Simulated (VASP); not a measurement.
# Pb (Fd-3m) in VASP: further runs

Pb is run at these levels: LDA; tasks: single point.

Program: VASP 6.6.1. These are calculated values, not measurements. Logs are shortened: lines on timing, memory, paths and dates and some standing lists are left out, and cuts for length are marked.

### Step 1. The cell of the first run

It takes space group Fd-3m (No. 227, cubic). Conventional cell: a = 6.946 Å, b = 6.946 Å, c = 6.946 Å, α = 90.00°, β = 90.00°, γ = 90.00°. Within 4.0 Å of Pb (site symmetry -43m) lie 4 Pb at 3.01 Å.

### Step 2. Single point, LDA

Input file INCAR:

```
SYSTEM = Pb
ALGO = Normal
EDIFF = 1E-6
ENCUT = 520
GGA = CA
ISIF = 2
ISMEAR = -1
LASPH = .True.
LCHARG = .True.
LELF = .True.
LREAL = .False.
LVHAR = .True.
LWAVE = .False.
NBANDS = 21
NELM = 60
PREC = Accurate
SIGMA = 0.1
```

Input file KPOINTS:

```
k-points
0
Gamma
  6 6 6
  0 0 0
```

Input file POSCAR:

```
Pb
1.0
    0.0000000000      3.4730517195      3.4730517195
    3.4730517195      0.0000000000      3.4730517195
    3.4730517195      3.4730517195      0.0000000000
Pb
2
Direct
    0.5000000000      0.5000000000      0.5000000000
    0.7500000000      0.7500000000      0.7500000000
```

Potentials or basis: VASP PAW LDA potentials, release 64 (Pb_d).

Command:

```
cat potpaw_LDA.64/Pb_d/POTCAR > POTCAR
mpirun -np 1 vasp_std > vasp.out
```

OUTCAR:

```text
SYSTEM = Pb
   EDIFF = 1E-6
   ENCUT = 520
   GGA = CA
   ISIF = 2
   ISMEAR = -1
   LASPH = .True.
   LREAL = .False.
   NELM = 60
   PREC = Accurate

 ion  position               nearest neighbor table
   1  0.500  0.500  0.500-   2 3.01   2 3.01   2 3.01   2 3.01
   2  0.750  0.750  0.750-   1 3.01   1 3.01   1 3.01   1 3.01

  LATTYP: Found a face centered cubic cell.
 ALAT       =     6.9461034390

  Lattice vectors:

 A1 = (   0.0000000000,   3.4730517195,   3.4730517195)
 A2 = (   3.4730517195,   0.0000000000,   3.4730517195)
 A3 = (   3.4730517195,   3.4730517195,   0.0000000000)

Analysis of symmetry for initial positions (statically):
=====================================================================
 Subroutine PRICEL returns:
 Original cell was already a primitive cell.

 Routine SETGRP: Setting up the symmetry group for a
 face centered cubic supercell.

 Subroutine GETGRP returns: Found 48 space group operations
 (whereof 24 operations were pure point group operations)
 out of a pool of 48 trial point group operations.

The static configuration has the point symmetry T_d .
 The point group associated with its full space group is O_h .

Analysis of symmetry for dynamics (positions and initial velocities):
=====================================================================
 Subroutine PRICEL returns:
 Original cell was already a primitive cell.

 Routine SETGRP: Setting up the symmetry group for a
 face centered cubic supercell.

 Subroutine GETGRP returns: Found 48 space group operations
 (whereof 24 operations were pure point group operations)
 out of a pool of 48 trial point group operations.

The dynamic configuration has the point symmetry T_d .
 The point group associated with its full space group is O_h .

 Subroutine INISYM returns: Found 48 space group operations
 (whereof 24 operations are pure point group operations),
 and found     1 'primitive' translations

----------------------------------------------------------------------------------------

                                     Primitive cell

  volume of cell :      83.7845

  direct lattice vectors                    reciprocal lattice vectors
     0.000000000  3.473051719  3.473051719    -0.143965607  0.143965607  0.143965607
     3.473051719  0.000000000  3.473051719     0.143965607 -0.143965607  0.143965607
     3.473051719  3.473051719  0.000000000     0.143965607  0.143965607 -0.143965607

  length of vectors
     4.911636845  4.911636845  4.911636845     0.249355746  0.249355746  0.249355746

  position of ions in fractional coordinates (direct lattice)
     0.500000000  0.500000000  0.500000000
     0.750000000  0.750000000  0.750000000

  ion indices of the primitive-cell ions
   primitive index   ion index
                 1           1
                 2           2

----------------------------------------------------------------------------------------

 KPOINTS: k-points

Automatic generation of k-mesh.
 Grid dimensions read from file:
 generate k-points for:    6    6    6

 Generating k-lattice:

  Cartesian coordinates                     Fractional coordinates (reciprocal lattice)
    -0.023994268  0.023994268  0.023994268     0.166666667  0.000000000  0.000000000
     0.023994268 -0.023994268  0.023994268     0.000000000  0.166666667  0.000000000
     0.023994268  0.023994268 -0.023994268     0.000000000  0.000000000  0.166666667

  Length of vectors
     0.041559291  0.041559291  0.041559291

  Shift w.r.t. Gamma in fractional coordinates (k-lattice)
     0.000000000  0.000000000  0.000000000

 Subroutine IBZKPT returns following result:
 ===========================================

 Found     16 irreducible k-points:

 Following reciprocal coordinates:
            Coordinates               Weight
  0.000000  0.000000  0.000000      1.000000
  0.166667  0.000000  0.000000      8.000000
  0.333333  0.000000  0.000000      8.000000
  0.500000  0.000000  0.000000      4.000000
  0.166667  0.166667  0.000000      6.000000
  0.333333  0.166667  0.000000     24.000000
[... 8 lines left out ...]
 -0.333333  0.333333  0.166667     24.000000
 -0.333333  0.500000  0.166667     12.000000
   k-points           NKPTS =     16   k-points in BZ     NKDIM =     16   number of bands    NBANDS=     21
   number of dos      NEDOS =    301   number of ions     NIONS =      2
   total plane-waves  NPLWV =  64000
   dimension x,y,z NGX =    40 NGY =   40 NGZ =   40
   dimension x,y,z NGXF=    80 NGYF=   80 NGZF=   80
   ions per type =               2
   NGX,Y,Z   is equivalent  to a cutoff of  13.54, 13.54, 13.54 a.u.
   NGXF,Y,Z  is equivalent  to a cutoff of  27.08, 27.08, 27.08 a.u.
 SYSTEM =  Pb
   PREC   = accura    normal or accurate (medium, high low for compatibility)
   ISTART =      0    job   : 0-new  1-cont  2-samecut
   ICHARG =      2    charge: 1-file 2-atom 10-const
   ISPIN  =      1    spin polarized calculation?
   LNONCOLLINEAR =      F non collinear calculations
   LSORBIT =      F    spin-orbit coupling
   LASPH  =      T    aspherical Exc in radial PAW
   ENCUT  =  520.0 eV  38.22 Ry    6.18 a.u.   9.13  9.13  9.13*2*pi/ulx,y,z
   NELM   =     60;   NELMIN=  2; NELMDL= -5     # of ELM steps
   EDIFF  = 0.1E-05   stopping-criterion for ELM
   LREAL  =      F    real-space projection
   EDIFFG = 0.1E-04   stopping-criterion for IOM
   NSW    =      0    number of steps for IOM
   IBRION =     -1    ionic relax: 0-MD 1-quasi-New 2-CG
   NFREE  =      0    steps in history (QN), initial steepest desc. (CG)
   ISIF   =      2    stress and relaxation
   ISYM   =      2    0-nonsym 1-usesym 2-fastsym
   POTIM  = 0.5000    time-step for ionic-motion
   TEBEG  =    0.0;   TEEND  =   0.0 temperature during run
   PSTRESS=    0.0 pullay stress
   NELECT =      28.0000    total number of electrons
   NUPDOWN=      -1.0000    fix difference up-down
   EMIN   =  10.00;   EMAX   =-10.00  energy-range for DOS
   EFERMI =   0.00;   METHOD = LEGACY
   ISMEAR =    -1;   SIGMA  =   0.10  broadening in eV -4-tet -1-fermi 0-gaus
   EFERMI_NEDOS =   21; number of points for ismear=-14 and -15
   IALGO  =     38    algorithm
   IMIX   =      4    mixing-type and parameters
     AMIX     =   0.40;   BMIX     =  1.00
     AMIX_MAG =   1.60;   BMIX_MAG =  1.00
  volume/ion in A,a.u.               =      41.89       282.70
  Fermi-wavevector in a.u.,A,eV,Ry     =   1.136073  2.146867 17.560522  1.290662
  Thomas-Fermi vector in A             =   2.272778
   LORBIT       =      0    0 simple, 1 ext, 2 COOP (PROOUT), +10 PAW based schemes
   GGA     = CA    functional components
   LHFCALC =     F    Hartree Fock is set to
   AEXX    =    0.0000 exact exchange contribution
   IVDW    =     0    specifies the selected vdW correction
   LEPSILON=     F    determine dielectric tensor
   LRPA    =     F    only Hartree local field effects (RPA)
 non-spin polarized calculation
  energy-cutoff  :      520.00
  volume of cell :       83.78
 maximum number of plane-waves:      2285
 NGX is ok and might be reduce to    40
   NGX = 19   NGY = 19   NGZ = 19

 number of electron      28.0000000 magnetization

 Free energy of the ion-electron system (eV)
  ---------------------------------------------------
  ext. energy  EPLUGINS =         0.00000000
  ---------------------------------------------------
  free energy    TOTEN  =        -7.87177301 eV

  energy without entropy =       -7.84806302  energy(sigma->0) =       -7.85991801

 E-fermi :   3.7049     XC(G=0):  -8.6380

 val. band max:        3.6843407705   @ k =   0.1667   0.0000   0.0000
 cond. band min:       3.7762799779   @ k =   0.1667   0.0000   0.0000
 fundamental gap:      0.0919392074
 Fermi energy:         3.7048842655

 k-point     1 :       0.0000    0.0000    0.0000
  band No.  band energies     occupation
      1     -13.3079      2.00000
      2     -13.3079      2.00000
      3     -13.3079      2.00000
      4     -13.2329      2.00000
      5     -13.2329      2.00000
      6     -12.8320      2.00000
[... 13 lines left out ...]
     20      11.7006      0.00000
     21      11.7006      0.00000

 k-point     2 :       0.1667    0.0000    0.0000
  band No.  band energies     occupation
      1     -13.3288      2.00000
      2     -13.3288      2.00000
      3     -13.3020      2.00000
      4     -13.2019      2.00000
      5     -13.2019      2.00000
      6     -12.8673      2.00000
[... 13 lines left out ...]
     20      10.8956      0.00000
     21      10.8956      0.00000

 k-point     3 :       0.3333    0.0000    0.0000
  band No.  band energies     occupation
      1     -13.3483      2.00000
      2     -13.3483      2.00000
      3     -13.2894      2.00000
      4     -13.1657      2.00000
      5     -13.1657      2.00000
      6     -12.8962      2.00000
[... 13 lines left out ...]
     20      11.1629      0.00000
     21      11.1629      0.00000

 k-point     4 :       0.5000    0.0000    0.0000
  band No.  band energies     occupation
      1     -13.3534      2.00000
      2     -13.3534      2.00000
      3     -13.2827      2.00000
      4     -13.1547      2.00000
      5     -13.1547      2.00000
      6     -12.9033      2.00000
[... 13 lines left out ...]
     20      11.5376      0.00000
     21      12.1010      0.00000

 k-point     5 :       0.1667    0.1667    0.0000
  band No.  band energies     occupation
      1     -13.3259      2.00000
      2     -13.3259      2.00000
      3     -13.3229      2.00000
      4     -13.2043      2.00000
      5     -13.1671      2.00000
      6     -12.9341      2.00000
[... 13 lines left out ...]
     20       9.6322      0.00000
     21      12.3348      0.00000
[... 190 lines left out ...]
     20      11.7552      0.00000
     21      13.8945      0.00000

 k-point    14 :       0.5000    0.3333    0.1667
  band No.  band energies     occupation
      1     -13.3804      2.00000
      2     -13.3738      2.00000
      3     -13.2408      2.00000
      4     -13.1277      2.00000
      5     -13.0681      2.00000
      6     -13.0393      2.00000
[... 13 lines left out ...]
     20      11.3357      0.00000
     21      12.6922      0.00000

 k-point    15 :      -0.3333    0.3333    0.1667
  band No.  band energies     occupation
      1     -13.3982      2.00000
      2     -13.3795      2.00000
      3     -13.2007      2.00000
      4     -13.0942      2.00000
      5     -13.0560      2.00000
      6     -13.0472      2.00000
[... 13 lines left out ...]
     20      12.5220      0.00000
     21      12.5414      0.00000

 k-point    16 :      -0.3333    0.5000    0.1667
  band No.  band energies     occupation
      1     -13.3902      2.00000
      2     -13.3902      2.00000
      3     -13.1603      2.00000
      4     -13.1603      2.00000
      5     -13.0269      2.00000
      6     -13.0269      2.00000
[... 13 lines left out ...]
     20      12.1405      0.00000
     21      13.4041      0.00000

------------------------ aborting loop because EDIFF is reached ----------------------------------------

  FORCE on cell =-STRESS in cart. coord.  units (eV):
  Direction    XX          YY          ZZ          XY          YZ          ZX
  --------------------------------------------------------------------------------------
  -------------------------------------------------------------------------------------
  Total       -0.7608055     -0.7608055     -0.7608055      0.0000000     -0.0000000      0.0000000
  in kB      -14.5485754    -14.5485754    -14.5485754      0.0000000     -0.0000000      0.0000000
  external PRESSURE =     -14.5485754 kB  Pullay stress =       0.0000000 kB

 VOLUME and BASIS-vectors are now :
 -----------------------------------------------------------------------------
  energy-cutoff  :      520.00
  volume of cell :       83.78
      direct lattice vectors                 reciprocal lattice vectors
     0.000000000  3.473051719  3.473051719    -0.143965607  0.143965607  0.143965607
     3.473051719  0.000000000  3.473051719     0.143965607 -0.143965607  0.143965607
     3.473051719  3.473051719  0.000000000     0.143965607  0.143965607 -0.143965607

 POSITION                                       TOTAL-FORCE (eV/Angst)
 -----------------------------------------------------------------------------------
      3.47305      3.47305      3.47305         0.000000      0.000000      0.000000
      5.20958      5.20958      5.20958        -0.000000     -0.000000     -0.000000
 -----------------------------------------------------------------------------------
    total drift:                               -0.000000     -0.000000      0.000000

  FREE ENERGIE OF THE ION-ELECTRON SYSTEM (eV)
  ---------------------------------------------------
  free  energy   TOTEN  =        -7.8717730068 eV

  energy  without entropy=       -7.8480630206  energy(sigma->0) =       -7.85991801
```

Run time: 37 s. Hardware: 1 thread of Intel Xeon 8259CL, shared host; peak memory 0.2 GiB.

What came out:

* Free energy: -7.8718 eV
* Pressure: -1.5 GPa
* Band gap on the k mesh: zero (band 14 reaches 4.17 eV, above the bottom of band 15 at 3.07 eV)

Caveat: spin-orbit coupling is left out, which moves the levels of the heavy elements.

(Continued in part 2 of 2.)
